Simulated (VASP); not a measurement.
# Sn (Im-3m) in VASP: a series of runs, part 2 of 2

VASP 6.6.1. Earlier steps stand in the parts before.

**3. Relaxation of cell and atoms, LDA, target pressure 5 GPa, at which the enthalpy is minimised**

INCAR

```
  PREC = Accurate
  ENCUT = 600
  EDIFF = 1E-6
  ISMEAR = 1
  SIGMA = 0.1
  LREAL = False
  LASPH = True
  NELM = 60
  ALGO = Normal
  ISIF = 3
  LWAVE = False
  LCHARG = False
  GGA = CA
  IBRION = 2
  NSW = 80
  EDIFFG = -0.01
  PSTRESS = 50.0
```

KPOINTS

```
Automatic mesh
0
Gamma
  12 12 12
```

POSCAR

```
Sn
1.0
   -1.8946520000      1.8946520000      1.8946520000
    1.8946520000     -1.8946520000      1.8946520000
    1.8946520000      1.8946520000     -1.8946520000
Sn
1
Direct
    0.0000000000      0.0000000000      0.0000000000
```

Potentials or basis: VASP PAW LDA potentials, release 64 (Sn_d).

Command:

```
$ cat potpaw_LDA.64/Sn_d/POTCAR > POTCAR
$ mpirun -np 1 vasp_std > vasp.out
```

OUTCAR:

```text
PREC = Accurate
   ENCUT = 600
   EDIFF = 1E-6
   ISMEAR = 1
   LREAL = False
   LASPH = True
   NELM = 60
   ISIF = 3
   GGA = CA
   IBRION = 2
   NSW = 80
   EDIFFG = -0.01
   PSTRESS = 50.0

 ion  position               nearest neighbor table
   1  0.000  0.000  0.000-

  LATTYP: Found a body centered cubic cell.
 ALAT       =     3.7893040000

  Lattice vectors:

 A1 = (  -1.8946520000,   1.8946520000,   1.8946520000)
 A2 = (   1.8946520000,  -1.8946520000,   1.8946520000)
 A3 = (   1.8946520000,   1.8946520000,  -1.8946520000)

Analysis of symmetry for initial positions (statically):
=====================================================================
 Subroutine PRICEL returns:
 Original cell was already a primitive cell.

 Routine SETGRP: Setting up the symmetry group for a
 body centered cubic supercell.

 Subroutine GETGRP returns: Found 48 space group operations
 (whereof 48 operations were pure point group operations)
 out of a pool of 48 trial point group operations.

The static configuration has the point symmetry O_h .

Analysis of symmetry for dynamics (positions and initial velocities):
[... 166 lines left out ...]
  -------------------------------------------------------------------------------------
  Total       -0.5842308     -0.5842308     -0.5842308     -0.0000000     -0.0000000      0.0000000
  in kB      -34.4069908    -34.4069908    -34.4069908     -0.0000000     -0.0000000      0.0000000
  external PRESSURE =     -84.4069908 kB  Pullay stress =      50.0000000 kB
[... 24 lines left out ...]
--------------------------------------- Ionic step        2  -------------------------------------------

 number of electron      14.0000001 magnetization

 E-fermi :  10.7381     XC(G=0): -11.6522

 val. band max:       10.7235870650   @ k =   0.2500   0.2500   0.1667
 cond. band min:      10.7711898897   @ k =   0.5000   0.5000   0.3333
 fundamental gap:      0.0476028247
 Fermi energy:        10.7380991404

 k-point     1 :       0.0000    0.0000    0.0000
  band No.  band energies     occupation
      1     -10.9702      2.00000
      2     -10.9702      2.00000
      3     -10.9702      2.00000
      4     -10.7064      2.00000
      5     -10.7064      2.00000
      6      -2.1397      2.00000
      7      20.7231      0.00000
      8      20.7231      0.00000
      9      20.7231      0.00000
     10      23.2766      0.00000
     11      23.2766      0.00000
[... 469 lines left out ...]
--------------------------------------- Ionic step        6  -------------------------------------------

 number of electron      13.9999997 magnetization

 Free energy of the ion-electron system (eV)
  ---------------------------------------------------
  ext. energy  EPLUGINS =         0.00000000
  ---------------------------------------------------
  free energy    TOTEN  =        -4.42008778 eV

  energy without entropy =       -4.42017187  energy(sigma->0) =       -4.42011581

 E-fermi :   9.7397     XC(G=0): -11.2829

 val. band max:        9.7274414796   @ k =   0.2500   0.2500   0.1667
 cond. band min:       9.7473052486   @ k =   0.5000   0.5000   0.3333
 fundamental gap:      0.0198637690
 Fermi energy:         9.7397361249

 k-point     1 :       0.0000    0.0000    0.0000
  band No.  band energies     occupation
      1     -11.9441      2.00000
      2     -11.9441      2.00000
      3     -11.9441      2.00000
      4     -11.7304      2.00000
      5     -11.7304      2.00000
      6      -2.5615      2.00000
      7      18.8484      0.00000
      8      18.8484      0.00000
      9      18.8484      0.00000
     10      22.1085      0.00000
     11      22.1085      0.00000
[... 354 lines left out ...]
  energy  without entropy=       -4.4201718722  energy(sigma->0) =       -4.42011581

  enthalpy is  TOTEN    =        -3.6828836403 eV   P V=        0.7372041429

 reached required accuracy - stopping structural energy minimisation
```

OSZICAR:

```text
N       E                     dE             d eps       ncg     rms          rms(c)
DAV:   1     0.746465185886E+02    0.74647E+02   -0.81650E+03  1610   0.207E+03
DAV:   2     0.347575805372E-01   -0.74612E+02   -0.73077E+02  1629   0.347E+02
DAV:   3    -0.434463523289E+01   -0.43794E+01   -0.43518E+01  1844   0.774E+01
DAV:   4    -0.443786827219E+01   -0.93233E-01   -0.93209E-01  1800   0.119E+01
[... 42 lines left out ...]
DAV:   1    -0.442082470731E+01    0.85151E-03   -0.14476E-02  1860   0.269E+00    0.148E-01
DAV:   2    -0.442022403792E+01    0.60067E-03   -0.89313E-04  1800   0.701E-01    0.636E-02
DAV:   3    -0.442009437966E+01    0.12966E-03   -0.34899E-04  2335   0.405E-01    0.784E-03
DAV:   4    -0.442008832819E+01    0.60515E-05   -0.95390E-06  1779   0.478E-02    0.210E-03
DAV:   5    -0.442008778321E+01    0.54498E-06   -0.29865E-07   882   0.649E-03
   6 F= -.36828836E+01 E0= -.36829117E+01  d E =-.129207E-04
```

Wall time 69 s (1 thread of Intel Xeon 6975P-C, shared host); peak memory 0.17 GiB.

Results:

- Free energy: -4.4201 eV
- Relaxed volume: 23.62 Å³/atom
- Relaxed cell: a = 3.131 Å, b = 3.131 Å, c = 3.131 Å, α = 109.47°, β = 109.47°, γ = 109.47°
- Space group after relaxing (to 0.05 Å): Im-3m (No. 229)
- Energy change on relaxing (the enthalpy is what falls): +3.9 meV/atom
- Ionic steps: 6
- Pressure after relaxing: 5.1 GPa
- Band gap on the k mesh: zero (band 7 reaches 18.85 eV, above the bottom of band 8 at 6.72 eV)

The path:
| step | energy change (eV) | largest force (eV/Å) | pressure (GPa) | volume (Å³) |
| --- | --- | --- | --- | --- |
| 1 | 0.0000 | 0.0000 | -3.44 | 27.20 |
| 2 | 0.0938 | 0.0000 | 12.58 | 21.94 |
| 3 | 0.0027 | 0.0000 | 4.85 | 23.66 |
| 4 | 0.0048 | 0.0000 | 5.17 | 23.59 |
| 5 | 0.0023 | 0.0000 | 4.86 | 23.67 |
| 6 | 0.0039 | 0.0000 | 5.05 | 23.62 |

Final structure:
```
Sn
1.0
    -1.80755    1.80755    1.80755
     1.80755   -1.80755    1.80755
     1.80755    1.80755   -1.80755
Sn
1
Direct
  0.00000 0.00000 0.00000
```

Caveat: the cell is relaxed towards a set pressure, so the enthalpy falls and the energy may rise; spin-orbit coupling is left out, which moves the levels of the heavy elements.

**4. Relaxation of cell and atoms, LDA, target pressure 10 GPa, at which the enthalpy is minimised**

INCAR

```
SYSTEM = Sn
  ALGO = Normal
  EDIFF = 1E-6
  EDIFFG = -0.01
  ENCUT = 600
  IBRION = 2
  ISIF = 3
  ISMEAR = 1
  LASPH = .True.
  LCHARG = .False.
  LREAL = .False.
  LWAVE = .False.
  NELM = 80
  NSW = 80
  PREC = Accurate
  PSTRESS = 100.0
  SIGMA = 0.1
```

KPOINTS

```
k-points
0
Gamma
  12 12 12
  0 0 0
```

POSCAR is that of step 3.

Command:

```
$ cat potpaw_LDA.64/Sn_d/POTCAR > POTCAR
$ mpirun -np 1 vasp_std > vasp.out
```

Run time: 84 s. Hardware: 1 thread of Intel Xeon 6975P-C, shared host; peak memory 0.17 GiB.

Results (log left out):

```yaml
Free_energy: -4.3660 eV
Relaxed_volume: 22.45 Å³/atom
Relaxed_cell: a = 3.078 Å, b = 3.078 Å, c = 3.078 Å, α = 109.47°, β = 109.47°, γ = 109.47°
Space_group_after_relaxing_to_0.05_Å: Im-3m (No. 229)
Energy_change_on_relaxing_the_enthalpy_is_what_falls: +58.0 meV/atom
Ionic_steps: 7
Pressure_after_relaxing: 10.0 GPa
Band_gap_on_the_k_mesh: zero (band 7 reaches 20.13 eV, above the bottom of band 8 at 7.26 eV)
```

The path:
```
step  energy change (eV)  largest force (eV/Å)  pressure (GPa)  volume (Å³)
   1              0.0000                0.0000           -3.44        27.20
   2              0.4770                0.0000           34.15        19.17
   3              0.0515                0.0000            9.49        22.56
   4              0.0568                0.0000            9.88        22.47
   5              0.0624                0.0000           10.31        22.38
   6              0.0544                0.0000            9.74        22.51
   7              0.0580                0.0000           10.05        22.45
```

Final structure:
```
Sn
1.0
    -1.77717    1.77717    1.77717
     1.77717   -1.77717    1.77717
     1.77717    1.77717   -1.77717
Sn
1
Direct
  0.00000 0.00000 0.00000
```

Levels at points of the mesh, in eV from the Fermi level:
| k point | band 3 | band 4 | band 5 | band 6 | band 7 | band 8 | band 9 | band 10 | band 11 |
| --- | --- | --- | --- | --- | --- | --- | --- | --- | --- |
| (0.00, 0.00, 0.00) | -21.70 | -21.45 | -21.45 | -12.69 | 9.71 | 9.71 | 9.71 | 12.49 | 12.49 |
| (0.50, 0.00, 0.00) | -21.46 | -21.46 | -21.30 | -6.75 | -5.51 | 4.17 | 5.99 | 9.03 | 9.19 |
| (0.50, 0.50, 0.50) | -21.34 | -21.34 | -21.34 | -1.43 | -0.79 | -0.79 | -0.79 | 3.87 | 3.87 |

Caveat: the cell is relaxed towards a set pressure, so the enthalpy falls and the energy may rise; the volume moved by over 15 % at a fixed basis, so the end points are rough; spin-orbit coupling is left out, which moves the levels of the heavy elements.

**5. Relaxation of cell and atoms, LDA, target pressure 20 GPa, at which the enthalpy is minimised**

INCAR

```
  PREC = Accurate
  ENCUT = 600
  EDIFF = 1E-6
  ISMEAR = 1
  SIGMA = 0.1
  LREAL = False
  LASPH = True
  NELM = 60
  ALGO = Normal
  ISIF = 3
  LWAVE = False
  LCHARG = False
  GGA = CA
  IBRION = 2
  NSW = 80
  EDIFFG = -0.01
  PSTRESS = 200.0
```

KPOINTS

```
regular mesh
0
Gamma
  12 12 12
```

POSCAR is that of step 4.

Command:

```
$ cat potpaw_LDA.64/Sn_d/POTCAR > POTCAR
$ mpirun -np 1 vasp_std > vasp.out
```

Run time: 74 s. Hardware: 1 thread of Intel Xeon 6975P-C, shared host; peak memory 0.17 GiB.

It converged, with:

```
Free energy                                            : -4.2107 eV
Relaxed volume                                         : 20.76 Å³/atom
Relaxed cell                                           : a = 2.999 Å, b = 2.999 Å, c = 2.999 Å, α = 109.47°, β = 109.47°, γ = 109.47°
Space group after relaxing (to 0.05 Å)                 : Im-3m (No. 229)
Energy change on relaxing (the enthalpy is what falls) : +213.2 meV/atom
Ionic steps                                            : 5
Pressure after relaxing                                : 20.0 GPa
Band gap on the k mesh                                 : zero (band 7 reaches 22.22 eV, above the bottom of band 8 at 8.15 eV)
```

Step by step:
| step | energy change (eV) | largest force (eV/Å) | pressure (GPa) | volume (Å³) |
| --- | --- | --- | --- | --- |
| 1 | 0.0000 | 0.0000 | -3.44 | 27.20 |
| 2 | 2.7413 | 0.0000 | 138.89 | 14.35 |
| 3 | 0.1503 | 0.0000 | 16.32 | 21.31 |
| 4 | 0.1879 | 0.0000 | 18.56 | 20.97 |
| 5 | 0.2132 | 0.0000 | 20.03 | 20.76 |

Final structure:
```
CELL_PARAMETERS angstrom
-1.73135 1.73135 1.73135
1.73135 -1.73135 1.73135
1.73135 1.73135 -1.73135
ATOMIC_POSITIONS crystal
Sn 0.00000 0.00000 0.00000
```

Levels at points of the mesh, in eV from the Fermi level:
```
           k point  band 3  band 4  band 5  band 6  band 7  band 8  band 9  band 10  band 11
(0.50, 0.00, 0.00)  -21.46  -21.45  -21.25   -6.79   -5.94    4.54    6.28     9.44     9.83
(0.50, 0.50, 0.50)  -21.30  -21.30  -21.30   -0.84   -0.84   -0.84   -0.78     3.94     3.94
```

Caveat: the cell is relaxed towards a set pressure, so the enthalpy falls and the energy may rise; the volume moved by over 15 % at a fixed basis, so the end points are rough; spin-orbit coupling is left out, which moves the levels of the heavy elements.

**6. Summary**

| cell | gap on the mesh (eV) | pressure (GPa) |
| --- | --- | --- |
| relaxed | none | 0.0 |
| relaxed to 5 GPa | none | 5.1 |
| relaxed to 10 GPa | none | 10.0 |
| relaxed to 20 GPa | none | 20.0 |

Alike in all rows: task relaxation of cell and atoms; level LDA; potentials or basis VASP PAW LDA potentials, release 64 (Sn_d); no spin polarisation; k mesh 12 × 12 × 12; cutoff (eV) 600; smearing methfessel-paxton 0.1 eV.

Caveats: spin-orbit coupling is left out, which moves the levels of the heavy elements; the cell is relaxed towards a set pressure, so the enthalpy falls and the energy may rise (some runs); the volume moved by over 15 % at a fixed basis, so the end points are rough (some runs).

Total energies depend on the potentials used, so only differences within one code and one set of settings carry meaning.
